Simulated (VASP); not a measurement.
A run of VASP 6.6.1 is set up as follows.

The input INCAR:

```
SYSTEM = Hf2Ge3
ALGO = Normal
EDIFF = 1E-6
ENCUT = 500
GGA = PE
GGA_COMPAT = .FALSE.
ISIF = 2
ISMEAR = 0
LASPH = .TRUE.
LCHARG = .FALSE.
LREAL = .FALSE.
LWAVE = .FALSE.
NBANDS = 39
NELM = 120
PREC = Accurate
SIGMA = 0.1
```

File KPOINTS:

```
k-points
0
G
  12 12 8
  0 0 0
```

POSCAR

```
Hf2Ge3
1.0
    5.2673465107      0.0000000000      0.0000000000
   -2.6336732553      4.5616558888      0.0000000000
    0.0000000000      0.0000000000      5.6723729933
Hf Ge
2 3
Direct
    0.0000000000      0.0000000000      0.7343539724
    0.0000000000      0.0000000000      0.2656460276
    0.5000000000      0.0000000000      0.5000000000
    0.0000000000      0.5000000000      0.5000000000
    0.5000000000      0.5000000000      0.5000000000
```

Potentials or basis: VASP PAW PBE potentials, release 64 (Hf_pv, Ge_d).

The run is started by

```bash
$ cat potpaw_PBE.64/Hf_pv/POTCAR potpaw_PBE.64/Ge_d/POTCAR > POTCAR
$ mpirun -np 1 vasp_std > vasp.out
```

Task: What does it give for the band gap on the k mesh?

Result: Zero (bands 31 and 32 overlap by 1.08 eV).

Task: Predict the pressure.

Result: -0.3 GPa.

Stress tensor (GPa, compression positive):
```
-0.20  0.00  0.00
 0.00 -0.20  0.00
 0.00  0.00 -0.40
```

Caveat: spin-orbit coupling is left out, which moves the levels of the heavy elements.
